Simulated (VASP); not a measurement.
# Al2O3 in VASP: single point with PBEsol

Aim: the single point of Al2O3 with PBEsol.

All numbers are computed with VASP 6.6.1; they aren't measurements. Logs are shortened: lines on timing, memory, paths and dates and some standing lists are left out, and cuts for length are marked.

**1. The cell of the first run**

The cell holds an amorphous packing of atoms, 120 atoms: a = 10.216 Å, b = 10.216 Å, c = 13.925 Å, α = 90.00°, β = 90.00°, γ = 120.00°.

**2. Single point, PBEsol**

INCAR

```
PREC = Accurate
ENCUT = 520
EDIFF = 1E-6
ISMEAR = -1
SIGMA = 0.05
LREAL = Auto
LASPH = T
NELM = 80
ALGO = Normal
ISIF = 2
LWAVE = F
LCHARG = F
GGA = PS
NBANDS = 354
```

KPOINTS

```
Automatic mesh
0
Gamma
  1 1 1
```

POSCAR

```
Al2O3
1.0
   10.2162120000      0.0000000000      0.0000000000
   -5.1081060000      8.8474990000      0.0000000000
    0.0000000000      0.0000000000     13.9245270000
Al O
48 72
Direct
    0.3054260000      0.2365920000      0.1283040000
    0.0790780000      0.5690740000      0.0549130000
    0.7928230000      0.2024000000      0.2003110000
    0.7179520000      0.7604370000      0.2288860000
    0.1929930000      0.5173920000      0.8366570000
    0.0902230000      0.7109200000      0.8817970000
[... 112 lines left out ...]
    0.3380680000      0.5349260000      0.7500560000
    0.8159800000      0.3320730000      0.9341240000
```

Potentials or basis: VASP PAW PBE potentials, release 64 (Al, O).

The run is started by

```
$ cat potpaw_PBE.64/Al/POTCAR potpaw_PBE.64/O/POTCAR > POTCAR
$ mpirun -np 1 vasp_gam > vasp.out
```

OUTCAR:

```text
PREC = Accurate
   ENCUT = 520
   EDIFF = 1E-6
   ISMEAR = -1
   LREAL = Auto
   LASPH = T
   NELM = 80
   ISIF = 2
   GGA = PS

 ion  position               nearest neighbor table
   1  0.305  0.237  0.128-  61 1.85  54 1.85  89 1.90  68 1.95 102 1.98  20 2.77   8 2.92  18 3.03
                            41 3.04  23 3.05   7 3.14  17 3.24
   2  0.079  0.569  0.055-  90 1.74  56 1.75  63 1.76  82 1.95   6 2.79  44 2.82  19 2.84   7 2.98
                            22 3.27
   3  0.793  0.202  0.200-  81 1.80 104 1.82  76 1.84  55 1.87  75 1.98   8 2.70   9 2.82  24 2.89
                            10 2.93  17 3.30  43 3.31  12 3.35
   4  0.718  0.760  0.229- 101 1.84  58 1.88  60 1.90  59 1.90  92 1.93  20 2.81  42 2.86  18 3.03
                            12 3.09  44 3.19  11 3.29  24 3.32
   5  0.193  0.517  0.837- 117 1.73  91 1.77 119 1.85  63 1.92 114 2.04   6 2.74  22 2.76  34 3.05
                            48 3.20  33 3.22  45 3.27  32 3.34
   6  0.090  0.711  0.882-  65 1.73  91 1.83 112 1.88  82 1.91 114 1.97   5 2.74   2 2.79  30 2.97
                            23 2.97  33 3.09  36 3.14  44 3.25  21 3.28  46 3.29  48 3.30
   7  0.363  0.565  0.097-  84 1.78  90 1.79  60 1.81  54 1.84  68 2.49  42 2.88  20 2.91   2 2.98
                             1 3.14  41 3.16
   8  0.501  0.133  0.210-  52 1.82  76 1.86 102 1.86  55 1.89  89 1.94  75 2.60   3 2.70  24 2.81
                             1 2.92  12 3.19  39 3.31  43 3.32  14 3.33
   9  0.922  0.419  0.348-  77 1.76  75 1.76  95 1.82 104 1.87  51 1.97  35 2.80   3 2.82  17 3.04
                            13 3.05  24 3.14  11 3.25  25 3.30  15 3.32
  10  0.933  0.071  0.079-  81 1.72  64 1.78  61 1.81  59 1.88  42 2.82  22 2.90   3 2.93  18 2.95
                            21 3.36
  11  0.682  0.527  0.403-  93 1.81  51 1.84  92 1.86 103 1.88  99 1.88  35 2.74  20 2.77  38 2.88
                            15 3.13  24 3.20   9 3.25   4 3.29  37 3.29  28 3.31
  12  0.558  0.906  0.336-  76 1.81  70 1.84 101 1.85  96 1.86  94 2.03  38 2.89  39 2.97  13 3.05
                             4 3.09   8 3.19   3 3.35  26 3.36
  13  0.258  0.625  0.386-  77 1.81  80 1.84  70 1.88  57 1.91  94 1.91  19 2.56  26 2.70  12 3.05
                             9 3.05  37 3.22  38 3.29  17 3.30
  14  0.254  0.998  0.391-  52 1.78 109 1.87 100 1.89  78 1.97  74 1.99  40 2.52  39 2.62  18 3.01
                            26 3.08  15 3.12   8 3.33
  15  0.005  0.708  0.493- 100 1.77  80 1.80  51 1.80  69 2.06  97 2.14  33 2.75  35 3.02  26 3.08
                            14 3.12  11 3.13  28 3.32   9 3.32
  16  0.759  0.077  0.538-  88 1.79  96 1.84  73 1.84 115 1.86  71 2.15  95 2.54  25 2.62  39 2.96
                            35 3.01  38 3.19  27 3.33
  17  0.117  0.280  0.300- 104 1.72  68 1.77  49 1.89  57 1.89  40 2.78   9 3.04  37 3.09  20 3.22
                             1 3.24  13 3.30   3 3.30
  18  0.060  0.946  0.217-  58 1.75  74 1.77  61 1.80  49 1.81  10 2.95  14 3.01   4 3.03   1 3.03
                            40 3.21  19 3.24  44 3.34
  19  0.197  0.721  0.232-  77 1.74  70 1.75  74 1.83  90 1.83  13 2.56   2 2.84  18 3.24
  20  0.474  0.467  0.258- 103 1.77  89 1.80  60 1.86  68 1.86  92 1.94  11 2.77   1 2.77   4 2.81
                            24 2.81   7 2.91  17 3.22  37 3.30
  21  0.047  0.007  0.867-  50 1.80  86 1.88 111 1.90  64 1.91  65 1.94  46 2.69  45 2.88  29 2.93
                            36 3.08  23 3.22   6 3.28  22 3.31  31 3.35  10 3.36
  22  0.955  0.266  0.921- 120 1.86  64 1.87 117 1.88  63 1.93  85 1.93  81 2.52   5 2.76  45 2.83
                            29 2.87  10 2.90  30 3.10   2 3.27  21 3.31
  23  0.277  0.974  0.008-  50 1.75 106 1.77 102 1.78  82 1.84  31 2.72   6 2.97   1 3.05  48 3.10
                            21 3.22
  24  0.718  0.440  0.188-  75 1.76  67 1.81  92 1.88  55 2.03  89 2.05  56 2.09  43 2.62  44 2.72
                             8 2.81  20 2.81   3 2.89   9 3.14  11 3.20   4 3.32
  25  0.033  0.311  0.540- 110 1.78  95 1.79 115 1.81  73 1.94 107 1.95  57 2.41  16 2.62  34 2.71
                            45 2.88  37 2.90  35 3.05  40 3.12   9 3.30
  26  0.341  0.823  0.533-  66 1.74 109 1.76  80 1.77  94 1.82  13 2.70  34 3.06  15 3.08  14 3.08
                            27 3.10  39 3.11  38 3.20  12 3.36
  27  0.546  0.790  0.684- 118 1.74  72 1.75  66 1.79  88 1.82 119 2.57  34 2.78  38 2.93  29 3.05
                            32 3.09  26 3.10  16 3.33  28 3.35
  28  0.708  0.581  0.638-  72 1.77  79 1.83 116 1.90  97 1.90  99 1.93  32 2.61  35 2.95  38 3.17
[... 5 lines left out ...]
  31  0.421  0.152  0.855-  53 1.85 105 1.88 106 1.90 113 1.96  83 2.03  50 2.11  41 2.65  47 2.67
                            23 2.72  46 3.13  43 3.25  21 3.35  32 3.36
  32  0.481  0.479  0.759- 105 1.79 119 1.82  72 1.88  87 1.89  79 1.95  28 2.61  41 2.64  34 2.93
                            36 3.05  27 3.09  47 3.16   5 3.34  31 3.36
  33  0.030  0.604  0.670- 107 1.76 114 1.79  97 1.81  69 1.82  15 2.75  30 3.04   6 3.09  34 3.13
                            46 3.19  35 3.20  28 3.22   5 3.22
  34  0.286  0.529  0.627- 107 1.78 119 1.78  98 1.79 110 1.90  66 1.96  25 2.71  27 2.78  37 2.78
                            32 2.93   5 3.05  26 3.06  33 3.13  38 3.35
  35  0.775  0.379  0.524-  95 1.73  93 1.77  97 1.77  71 1.87  51 2.22  39 2.65  11 2.74   9 2.80
                            28 2.95  16 3.01  47 3.02  15 3.02  25 3.05  33 3.20
  36  0.771  0.685  0.868-  86 1.77  87 1.79 112 1.88 116 1.89 108 1.94  30 2.81  44 2.87  29 3.05
                            32 3.05  21 3.08   6 3.14  42 3.24  41 3.30  28 3.34
  37  0.330  0.377  0.476- 103 1.85  98 1.85 110 1.87  78 1.87  57 1.89  34 2.78  25 2.90  17 3.09
                            38 3.20  40 3.21  13 3.22  11 3.29  20 3.30
  38  0.588  0.726  0.485-  94 1.83  99 1.84  98 1.84  88 1.91 101 2.12 103 2.62  11 2.88  12 2.89
                            27 2.93  28 3.17  16 3.19  37 3.20  26 3.20  13 3.29  34 3.35
  39  0.537  0.143  0.446-  96 1.77  93 1.78 109 1.81  52 1.83  71 2.14  14 2.62  35 2.65  16 2.96
                            12 2.97  26 3.11   8 3.31  47 3.33
[... 334 lines left out ...]
   total plane-waves  NPLWV = 691200
   dimension x,y,z NGX =    80 NGY =   80 NGZ =  108
   dimension x,y,z NGXF=   160 NGYF=  160 NGZF=  216
   ions per type =              48  72
   NGX,Y,Z   is equivalent  to a cutoff of  13.02, 13.02, 12.89 a.u.
   NGXF,Y,Z  is equivalent  to a cutoff of  26.04, 26.04, 25.79 a.u.
 SYSTEM =  unknown system
   PREC   = accura    normal or accurate (medium, high low for compatibility)
   ISTART =      0    job   : 0-new  1-cont  2-samecut
   ICHARG =      2    charge: 1-file 2-atom 10-const
   ISPIN  =      1    spin polarized calculation?
   LNONCOLLINEAR =      F non collinear calculations
   LSORBIT =      F    spin-orbit coupling
   LASPH  =      T    aspherical Exc in radial PAW
   ENCUT  =  520.0 eV  38.22 Ry    6.18 a.u.  19.00 19.00 25.89*2*pi/ulx,y,z
   NELM   =     80;   NELMIN=  2; NELMDL= -5     # of ELM steps
   EDIFF  = 0.1E-05   stopping-criterion for ELM
   LREAL  =      T    real-space projection
   EDIFFG = 0.1E-04   stopping-criterion for IOM
   NSW    =      0    number of steps for IOM
   IBRION =     -1    ionic relax: 0-MD 1-quasi-New 2-CG
   NFREE  =      0    steps in history (QN), initial steepest desc. (CG)
   ISIF   =      2    stress and relaxation
   ISYM   =      2    0-nonsym 1-usesym 2-fastsym
   POTIM  = 0.5000    time-step for ionic-motion
   TEBEG  =    0.0;   TEEND  =   0.0 temperature during run
   PSTRESS=    0.0 pullay stress
   NELECT =     576.0000    total number of electrons
   NUPDOWN=      -1.0000    fix difference up-down
   EMIN   =  10.00;   EMAX   =-10.00  energy-range for DOS
   EFERMI =   0.00;   METHOD = LEGACY
   ISMEAR =    -1;   SIGMA  =   0.05  broadening in eV -4-tet -1-fermi 0-gaus
   EFERMI_NEDOS =   21; number of points for ismear=-14 and -15
   IALGO  =     38    algorithm
   IMIX   =      4    mixing-type and parameters
     AMIX     =   0.40;   BMIX     =  1.00
     AMIX_MAG =   1.60;   BMIX_MAG =  1.00
  volume/ion in A,a.u.               =      10.49        70.78
  Fermi-wavevector in a.u.,A,eV,Ry     =   1.261591  2.384062 21.655206  1.591613
  Thomas-Fermi vector in A             =   2.395043
   LORBIT       =      0    0 simple, 1 ext, 2 COOP (PROOUT), +10 PAW based schemes
   GGA     = PS    functional components
   LHFCALC =     F    Hartree Fock is set to
   AEXX    =    0.0000 exact exchange contribution
   IVDW    =     0    specifies the selected vdW correction
   LEPSILON=     F    determine dielectric tensor
   LRPA    =     F    only Hartree local field effects (RPA)
 non-spin polarized calculation
  energy-cutoff  :      520.00
  volume of cell :     1258.61
 maximum number of plane-waves:     16907
 NGX is ok and might be reduce to    80
   NGX = 37   NGY = 37   NGZ = 51

 number of electron     576.0000022 magnetization

 Free energy of the ion-electron system (eV)
  ---------------------------------------------------
  ext. energy  EPLUGINS =         0.00000000
  ---------------------------------------------------
  free energy    TOTEN  =      -911.80863735 eV

  energy without entropy =     -911.80863735  energy(sigma->0) =     -911.80863735

 E-fermi :   5.5938     XC(G=0): -10.6142

 val. band max:        4.3790786369   @ k =   0.0000   0.0000   0.0000
 cond. band min:       7.6704307192   @ k =   0.0000   0.0000   0.0000
 fundamental gap:      3.2913520824
 Fermi energy:         5.5937644170

 k-point     1 :       0.0000    0.0000    0.0000
  band No.  band energies     occupation
      1     -15.1697      2.00000
      2     -14.8144      2.00000
      3     -14.7010      2.00000
      4     -14.5538      2.00000
      5     -14.3128      2.00000
      6     -14.2779      2.00000
[... 292 lines left out ...]
    299      10.4702      0.00000
    300      10.5731      0.00000
 [bands above 300 left out]

------------------------ aborting loop because EDIFF is reached ----------------------------------------

  FORCE on cell =-STRESS in cart. coord.  units (eV):
  Direction    XX          YY          ZZ          XY          YZ          ZX
  --------------------------------------------------------------------------------------
  -------------------------------------------------------------------------------------
  Total       18.0813815     -6.8367243     18.6849836      1.6189221    -14.7913578     15.2844251
  in kB       23.0171380     -8.7029758     23.7855081      2.0608466    -18.8290216     19.4566838
  external PRESSURE =      12.6998901 kB  Pullay stress =       0.0000000 kB

 VOLUME and BASIS-vectors are now :
 -----------------------------------------------------------------------------
  energy-cutoff  :      520.00
  volume of cell :     1258.61
      direct lattice vectors                 reciprocal lattice vectors
    10.216212000  0.000000000  0.000000000     0.097883638  0.056513146  0.000000000
    -5.108106000  8.847499000  0.000000000     0.000000000  0.113026291  0.000000000
     0.000000000  0.000000000 13.924527000     0.000000000  0.000000000  0.071815725

 POSITION                                       TOTAL-FORCE (eV/Angst)
 -----------------------------------------------------------------------------------
      1.91176      2.09325      1.78657        -0.003464     -0.009322     -0.013874
     -2.09901      5.03488      0.76464         0.000669     -0.008021     -0.023453
      7.06577      1.79073      2.78924        -0.019849     -0.013714      0.015649
      3.45036      6.72797      3.18713         0.000197     -0.003307     -0.001532
     -0.67124      4.57763     11.65005         0.013164      0.014111     -0.005659
     -2.70972      6.28986     12.27861         0.009306     -0.019333      0.001656
[... 112 lines left out ...]
      0.72132      4.73276     10.44418         0.000959      0.004941      0.013814
      6.63996      2.93802     13.00723         0.033406      0.000805      0.010408
 -----------------------------------------------------------------------------------
    total drift:                                0.010455     -0.027378     -0.007907

  FREE ENERGIE OF THE ION-ELECTRON SYSTEM (eV)
  ---------------------------------------------------
  free  energy   TOTEN  =      -911.8086373517 eV

  energy  without entropy=     -911.8086373516  energy(sigma->0) =     -911.80863735
```

Run time: 27 min. Hardware: 1 thread of AMD EPYC 7R13 (Zen 3), shared host; peak memory 1.3 GiB.

Results:

- Free energy: -911.8086 eV
- Pressure: 1.3 GPa
- Largest force: 0.064 eV/Å
- Band gap on the k mesh: 3.29 eV

Forces in eV/Å, atoms in the order of the input:
```
Al  -0.003 -0.009 -0.014
Al   0.001 -0.008 -0.023
Al  -0.020 -0.014  0.016
Al   0.000 -0.003 -0.002
Al   0.013  0.014 -0.006
Al   0.009 -0.019  0.002
Al  -0.015 -0.028  0.013
Al  -0.006  0.012 -0.004
Al   0.009  0.006  0.026
Al   0.024 -0.041  0.006
Al  -0.002  0.004 -0.012
Al  -0.008 -0.003 -0.006
Al   0.016 -0.018  0.019
Al  -0.027 -0.015 -0.002
Al   0.001  0.007  0.021
Al   0.003  0.013  0.000
Al   0.025 -0.007  0.010
Al   0.001  0.011  0.010
Al  -0.024  0.012 -0.033
Al  -0.015  0.007 -0.025
Al  -0.015  0.016  0.003
Al  -0.023  0.005  0.029
Al   0.002 -0.008  0.042
Al  -0.015  0.011  0.018
Al  -0.032  0.011 -0.032
Al  -0.007  0.017  0.004
Al  -0.002  0.007 -0.003
Al   0.031  0.019 -0.031
Al  -0.001 -0.024 -0.010
Al   0.022 -0.018  0.004
Al   0.014 -0.025  0.005
Al  -0.012  0.013 -0.024
Al  -0.010  0.005  0.008
Al   0.002  0.005  0.020
Al   0.004  0.014  0.026
Al   0.002 -0.001 -0.002
Al   0.033 -0.021 -0.010
Al   0.010  0.022 -0.014
Al  -0.024  0.018 -0.006
Al   0.015 -0.023 -0.012
Al  -0.031  0.008  0.050
Al   0.000 -0.016  0.021
Al   0.025 -0.005 -0.012
Al   0.015  0.027  0.007
Al   0.018 -0.007 -0.023
Al   0.002  0.010 -0.026
Al  -0.003 -0.034 -0.028
Al   0.008 -0.008  0.002
O    0.008  0.009 -0.015
O   -0.018  0.011 -0.013
O    0.006 -0.023 -0.004
O    0.016  0.011 -0.024
O   -0.011 -0.021 -0.015
O   -0.004  0.011  0.008
O    0.010 -0.008  0.033
O   -0.033 -0.020  0.033
O   -0.001  0.002  0.002
O   -0.011 -0.029 -0.026
O    0.020  0.010  0.014
O    0.010  0.011 -0.005
O    0.003  0.012 -0.007
O   -0.021  0.023  0.014
O    0.003 -0.006 -0.018
O    0.005 -0.020 -0.024
O   -0.013  0.005  0.008
O    0.008 -0.017  0.015
O   -0.025  0.003 -0.026
O    0.005  0.004 -0.002
O   -0.009  0.010 -0.006
O    0.048  0.031  0.022
O    0.003 -0.015  0.000
O   -0.006  0.001  0.003
O   -0.046  0.019  0.026
O    0.015 -0.002  0.007
O   -0.005 -0.026  0.005
O    0.009 -0.004  0.005
O   -0.028 -0.032  0.000
O    0.016  0.029  0.000
O   -0.013 -0.001  0.003
O   -0.015 -0.019 -0.005
O   -0.024  0.059 -0.009
O   -0.006 -0.006  0.011
O    0.004  0.010  0.030
O   -0.014  0.020 -0.030
O   -0.006  0.053  0.003
O    0.012  0.005  0.003
O    0.009  0.018 -0.004
O   -0.013 -0.010  0.000
O    0.010 -0.008 -0.001
O    0.022  0.011  0.012
O   -0.002  0.020  0.014
O    0.003  0.005  0.001
O   -0.029 -0.001 -0.014
O    0.002  0.002 -0.012
O    0.034  0.006 -0.018
O    0.018 -0.015  0.001
O   -0.010  0.011  0.004
O    0.008  0.011 -0.004
O    0.026 -0.003  0.013
O   -0.001 -0.013  0.005
O    0.004 -0.011  0.018
O    0.006  0.001  0.006
O   -0.009  0.005  0.025
O   -0.032 -0.008 -0.015
O    0.002 -0.028 -0.034
O    0.008  0.007 -0.017
O    0.002 -0.025 -0.023
O    0.000  0.012 -0.014
O    0.001  0.003  0.011
O    0.036 -0.001  0.013
O   -0.007 -0.001 -0.018
O    0.004  0.001  0.007
O    0.003 -0.001 -0.006
O    0.004  0.000  0.020
O   -0.019 -0.013 -0.006
O   -0.003  0.011 -0.017
O   -0.004 -0.026  0.002
O   -0.009 -0.004  0.009
O    0.001  0.005  0.014
O    0.033  0.001  0.010
```

Stress tensor (GPa, compression positive):
```
 2.30  0.21  1.95
 0.21 -0.87 -1.88
 1.95 -1.88  2.38
```

Levels at points of the mesh, in eV from the valence-band top:
```tsv
k point	band 284	band 285	band 286	band 287	band 288	band 289	band 290	band 291	band 292	band 293
(0.00, 0.00, 0.00)	-0.24	-0.19	-0.10	-0.05	0.00	3.29	4.48	4.86	5.28	5.53
```

Caveat: the k points lie up to 0.71 Å⁻¹ apart; the PAW data sets were made with another functional, which shifts forces and pressure a little.
